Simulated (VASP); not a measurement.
Wanted: the native input for a VASP 6.6.1 run.

* Task: relaxation of cell and atoms
* Functional: PBE
* Potentials or basis: VASP PAW PBE potentials, release 64 (In_d, Ga_d, P)
* Cutoff: 600 eV
* k mesh: 4 × 4 × 4
* Occupations: gaussian, width 0.1 eV
* Spin: no spin polarisation
* Dipole correction: no
* Further INCAR settings: ALGO = Normal; EDIFF = 1e-06; IBRION = 2; EDIFFG = -0.04; NSW = 90; ISIF = 3

The structure of In3GaP4 lies in POSCAR:

```
In3GaP4
1.0
    5.5956334900      0.0000000000      0.0000000000
    0.0000000000      5.5956334900      0.0000000000
    0.0000000000      0.0000000000      5.5956334900
In Ga P
3 1 4
Direct
    0.0000000000      0.0000000000      0.5000000000
    0.0000000000      0.5000000000      0.0000000000
    0.5000000000      0.0000000000      0.0000000000
    0.5000000000      0.5000000000      0.5000000000
    0.2500000000      0.2500000000      0.2500000000
    0.2500000000      0.7500000000      0.7500000000
    0.7500000000      0.2500000000      0.7500000000
    0.7500000000      0.7500000000      0.2500000000
```

These files were run (other wordings do the same):

INCAR

```
SYSTEM = In3GaP4
  ALGO = Normal
  EDIFF = 1E-6
  EDIFFG = -0.04
  ENCUT = 600
  GGA = PE
  IBRION = 2
  ISIF = 3
  ISMEAR = 0
  LASPH = .True.
  LCHARG = .False.
  LREAL = .False.
  LWAVE = .False.
  NELM = 80
  NSW = 90
  PREC = Accurate
  SIGMA = 0.1
```

KPOINTS

```
k-points
0
Gamma
  4 4 4
  0 0 0
```

Potentials or basis: VASP PAW PBE potentials, release 64 (In_d, Ga_d, P).

Run with:

```bash
$ cat potpaw_PBE.64/In_d/POTCAR potpaw_PBE.64/Ga_d/POTCAR potpaw_PBE.64/P/POTCAR > POTCAR
$ mpirun -np 1 vasp_std > vasp.out
```

It gave:

* Relaxed volume: 25.01 Å³/atom
* Relaxed cell: a = 5.849 Å, b = 5.849 Å, c = 5.849 Å, α = 90.00°, β = 90.00°, γ = 90.00°
* Space group after relaxing (to 0.1 Å): P-43m (No. 215)
* Energy gained by relaxing: 138.9 meV/atom
* Ionic steps: 8
* Pressure after relaxing: -0.2 GPa
* Band gap on the k mesh: 0.61 eV

Caveat: semilocal functionals underestimate gaps, and a narrow one can read as zero; spin-orbit coupling is left out, which moves the levels of the heavy elements.

Run time: 5.9 min on 1 thread of Intel(R) Xeon(R) Platinum 8488C (Sapphire Rapids), with other jobs on the host, peak memory 0.39 GiB.
